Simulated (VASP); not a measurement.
Ta4N, 5 atoms in the cell. Symmetry: Im-3m, No. 229, cubic system. Conventional cell: a = 5.491 Å, b = 5.491 Å, c = 5.491 Å, α = 90.00°, β = 90.00°, γ = 90.00°. Ta (site symmetry -3m) has 2 N at 2.38 Å and 6 Ta at 2.75 Å within 3.1 Å. Within 3.1 Å of N (site symmetry m-3m) lie 8 Ta at 2.38 Å. The cell was built from a structure type or drawn by symmetry, and may not be a known phase.

- Program: VASP 6.6.1
- Task: single point
- Functional: PBE
- Potentials or basis: VASP PAW PBE potentials, release 64 (Ta_pv, N)
- Cutoff: 520 eV
- k mesh: 4 × 4 × 4
- Occupations: gaussian, width 0.1 eV
- Spin: no spin polarisation
- Dipole correction: no
- Further INCAR settings: ALGO = Normal; EDIFF = 1e-06; NBANDS = 32

Potentials or basis: VASP PAW PBE potentials, release 64 (Ta_pv, N).

The run is started by

```sh
$ cat potpaw_PBE.64/Ta_pv/POTCAR potpaw_PBE.64/N/POTCAR > POTCAR
$ mpirun -np 1 vasp_std > vasp.out
```

Hardware: 1 thread of AMD EPYC 7R13, on a shared host.

**Question.** Estimate the wall time of this run.

**Answer.** It took 54 s on 1 thread of AMD EPYC 7R13, with other jobs on the host, peak memory 0.18 GiB. Counts: scf iterations 14, k points 8.
